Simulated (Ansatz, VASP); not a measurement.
# Rh: VASP beside Ansatz

```xyz
1
Lattice="2.5372 0.0000 0.0000 0.0000 2.5372 0.0000 0.0000 0.0000 2.5372" Properties=species:S:1:pos:R:3 pbc="T T T"
Rh    0.0000    0.0000    0.0000
```

Alike in both runs: task single point; functional PBE; k mesh 15 × 15 × 15; occupations fermi-dirac, width 0.1 eV; no spin polarisation.

```csv
,VASP,Ansatz
version,VASP 6.6.1,Ansatz 0.2.0
potentials or method,"VASP PAW PBE potentials, release 64 (Rh_pv), cutoff 520 eV","all-electron LAPW, scalar-relativistic"
```

|  | VASP | Ansatz | Ansatz less VASP |
| --- | --- | --- | --- |
| pressure (GPa) | 0.0 | 0.0 | -0.05 |

Ansatz ran all-electron here, and VASP with PAW potentials.
